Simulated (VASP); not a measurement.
Here is a VASP 6.6.1 calculation.

INCAR

```
SYSTEM = InP
ALGO = Normal
EDIFF = 1E-7
ENCUT = 520
GGA = CA
ISIF = 2
ISMEAR = -1
LASPH = .TRUE.
LCHARG = .TRUE.
LELF = .TRUE.
LREAL = .FALSE.
LVHAR = .TRUE.
LWAVE = .FALSE.
NBANDS = 16
NELM = 80
PREC = Accurate
SIGMA = 0.05
```

File KPOINTS:

```
k-points
0
G
  8 8 8
  0 0 0
```

POSCAR

```
InP
1.0
    0.0000000000      2.9305000000      2.9305000000
    2.9305000000      0.0000000000      2.9305000000
    2.9305000000      2.9305000000      0.0000000000
In P
1 1
Direct
    0.0000000000      0.0000000000      0.0000000000
    0.7500000000      0.7500000000      0.7500000000
```

Potentials or basis: VASP PAW LDA potentials, release 64 (In_d, P).

The run is started by

```bash
$ cat potpaw_LDA.64/In_d/POTCAR potpaw_LDA.64/P/POTCAR > POTCAR
$ mpirun -np 1 vasp_std > vasp.out
```

(1) Estimate the band gap on the k mesh.

(2) What does it give for the pressure?

## Answers

(1) 0.51 eV, direct.

(2) -1.2 GPa.

Caveat: spin-orbit coupling is left out, which moves the levels of the heavy elements.
